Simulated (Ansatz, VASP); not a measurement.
Two plane-wave programs on OsBr3

File INCAR:

```
PREC = Accurate
ENCUT = 520
EDIFF = 1E-7
ISMEAR = 0
SIGMA = 0.05
LREAL = F
LASPH = T
NELM = 150
ALGO = Normal
ISIF = 2
LWAVE = F
LCHARG = F
ISPIN = 2
MAGMOM = 2.53 0.17 0.17 0.17
LORBIT = 11
LMAXMIX = 4
LDAU = T
LDAUTYPE = 2
LDAUL = 2 -1
LDAUU = 2 0
LDAUJ = 0 0
LDAUPRINT = 1
GGA = PE
NBANDS = 26
```

KPOINTS

```
regular mesh
0
Gamma
  6 6 6
```

POSCAR

```
OsBr3
1.0
    5.1778731248      0.0000000000      0.0000000000
    0.0000000000      5.1778731248      0.0000000000
    0.0000000000      0.0000000000      5.1778731248
Os Br
1 3
Direct
    0.0000000000      0.0000000000      0.0000000000
    0.5000000000      0.0000000000      0.0000000000
    0.0000000000      0.0000000000      0.5000000000
    0.0000000000      0.5000000000      0.0000000000
```

Input for Ansatz:

```yaml
crystal:
  lattice:
    - [5.1778731248, 0.0, 0.0]
    - [0.0, 5.1778731248, 0.0]
    - [0.0, 0.0, 5.1778731248]
  atoms:
    - { symbol: Os, position: [0.0, 0.0, 0.0], spin: 2.65 }
    - { symbol: Br, position: [0.5, 0.0, 0.0] }
    - { symbol: Br, position: [0.0, 0.0, 0.5] }
    - { symbol: Br, position: [0.0, 0.5, 0.0] }
basis:
  ecutwfc: 420
  ecutrho_ratio: 4
kpoints:
  mp_grid: { grid: [6, 6, 6] }
hamiltonian:
  xc: pbe
  hubbard:
    sites:
      - { species: Os, l: d, u_eff: 2.0, starting_ns: start.occupation_matrices }
    ns_hold: { iters: 6 }
scf:
  occupations: { method: gaussian, width: 0.05 }
  lower_state_search: "off"
output:
  forces: true
  stress: true
  eigenvalues: true
  populations: true
  hubbard: { sites: [{ species: Os, l: d }] }
magnetization:
  spin_polarized: true
```

Alike in both runs: task single point; functional PBE; k mesh 6 × 6 × 6; occupations gaussian, width 0.05 eV; collinear spin; Hubbard terms Os d U = 2.0 eV.

|  | VASP | Ansatz |
| --- | --- | --- |
| version | VASP 6.6.1 | Ansatz 0.2.0 |
| potentials or method | VASP PAW PBE potentials, release 64 (Os, Br), cutoff 520 eV | scalar-relativistic, plane waves, PAW |
| valence electrons in the cell | 29 | 37 |

```csv
,VASP,Ansatz,Ansatz less VASP
gap on the k mesh at the Fermi level (eV),none,none,-
pressure (GPa),0.1,0.0,-0.06
net moment per atom (μB),0.86,0.85,-0.009
size of the moment on the site where the two differ most (μB),3.01,2.30,-0.710
```

Site moments also hang on the region over which each program counts them. The programs project onto different local orbitals, so the same U acts differently, and such runs can settle in different states. A gap of «none» marks a metal or a gap that the smearing closes. VASP's potentials hold 29 valence electrons a cell and Ansatz's 37, so a difference there can come from the potentials and not from the codes. Ansatz's warnings: filled band counts differ across k points.

Spin-orbit coupling is off throughout.
